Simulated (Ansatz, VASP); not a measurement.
## Two plane-wave programs on Ta4Ti

```
CELL_PARAMETERS angstrom
-2.98019 2.98019 2.98019
2.98019 -2.98019 2.98019
2.98019 2.98019 -2.98019
ATOMIC_POSITIONS crystal
Ti 0.00000 0.00000 0.00000
Ta 0.00000 0.00000 0.50000
Ta 0.50000 0.00000 0.00000
Ta 0.00000 0.50000 0.00000
Ta 0.50000 0.50000 0.50000
```

Change from the starting cell: species swapped into the Hg4Pt type (Im-3m, No. 229).

Alike in both runs: functional PBE; k mesh 4 × 4 × 4; occupations gaussian, width 0.1 eV; no spin polarisation.

Ansatz relaxed the structure, and its values are those at the end. VASP's run is a single point on that final structure, the one shown.

```csv
,VASP,Ansatz
version,VASP 6.6.1,Ansatz 0.2.0
potentials or method,"VASP PAW PBE potentials, release 64 (Ti_sv, Ta_pv), cutoff 520 eV","scalar-relativistic, plane waves, PAW"
valence electrons in the cell,56,64
```

|  | VASP | Ansatz | Ansatz less VASP |
| --- | --- | --- | --- |
| gap on the k mesh at the Fermi level (eV) | none | none | - |
| pressure (GPa) | 0.0 | 0.1 | +0.12 |

A gap of «none» marks a metal or a gap that the smearing closes. VASP's potentials hold 56 valence electrons a cell and Ansatz's 64, so a difference there can come from the potentials and not from the codes.

The k mesh is coarse, so the values compare programs but aren't converged. Spin-orbit coupling is off throughout.
